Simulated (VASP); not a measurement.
# PbO (Litharge): single point with PBEsol

PbO (Litharge):

```
CELL_PARAMETERS angstrom
3.90855 0.00000 0.00000
0.00000 3.90855 0.00000
0.00000 0.00000 4.90773
ATOMIC_POSITIONS crystal
Pb 0.50000 0.00000 0.76000
Pb 0.00000 0.50000 0.24000
O 0.50000 0.50000 0.00000
O 0.00000 0.00000 0.00000
```

This cell differs from its parent crystal: volume scaled by 0.94.

```
Program             : VASP 6.6.1
Task                : single point
Functional          : PBEsol
Potentials or basis : VASP PAW PBE potentials, release 64 (Pb_d, O)
Cutoff              : 520 eV
k mesh              : 7 × 7 × 6
Occupations         : fermi-dirac, width 0.05 eV
Spin                : no spin polarisation
```

| Item | Value |
| --- | --- |
| Pressure | 4.9 GPa |
| Largest force | 0.576 eV/Å |
| Band gap on the k mesh | 1.26 eV, indirect (least direct gap 2.36 eV) |

Forces in eV/Å, atoms in the order of the input:
```
Pb   0.000  0.000 -0.576
Pb   0.000  0.000  0.576
O    0.000  0.000  0.000
O    0.000  0.000  0.000
```

Stress tensor (GPa, compression positive):
```
5.38 0.00 0.00
0.00 5.38 0.00
0.00 0.00 4.00
```

Levels at points of the mesh, in eV from the valence-band top:
| k point | band 17 | band 18 | band 19 | band 20 | band 21 | band 22 | band 23 | band 24 |
| --- | --- | --- | --- | --- | --- | --- | --- | --- |
| (0.00, 0.00, 0.00) | -1.95 | -1.90 | -1.90 | 0.00 | 2.47 | 5.56 | 5.65 | 5.65 |
| (0.00, 0.00, 0.50) | -1.99 | -1.93 | -1.93 | -1.17 | 1.92 | 3.88 | 3.88 | 4.24 |

Wall time 39 s on 1 thread of Intel(R) Xeon(R) 6975P-C (Granite Rapids) (shared host), peak memory 0.21 GiB.

Caveat: the PAW data sets were made with another functional, which shifts forces and pressure a little; spin-orbit coupling is left out, which moves the levels of the heavy elements. A k mesh can miss the band edges.
